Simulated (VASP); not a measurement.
Runs of VASP 6.6.1 on NbH. The structure is that of space group I4/mmm (No. 139), or close to it. The cells are those of the table. 

| cell | gap on the mesh (eV) | pressure (GPa) |
| --- | --- | --- |
| a = 3.051, b = 3.156, c = 4.060 Å, 4 atoms | none | 0.6 |
| a = 3.114, b = 3.169, c = 3.971 Å, 4 atoms | none | 0.3 |
| a = 3.241, b = 3.161, c = 3.875 Å, 4 atoms | none | -1.7 |
| a = 3.114, b = 3.194, c = 3.922 Å, 4 atoms | none | (a) |

Alike in all rows: task single point; level PBEsol; potentials or basis VASP PAW PBE potentials, release 64 (Nb_sv, H); no spin polarisation; k mesh 14 × 14 × 12; cutoff (eV) 520; smearing gaussian 0.1 eV.

Question: Fill in the values left out.

Answer: (a) 1.4.

Caveats: the PAW data sets were made with another functional, which shifts forces and pressure a little.

A k mesh can miss the band edges, and the runs leave out spin-orbit coupling on Nb.

A gap of «none» marks levels without a gap at the run's occupations.
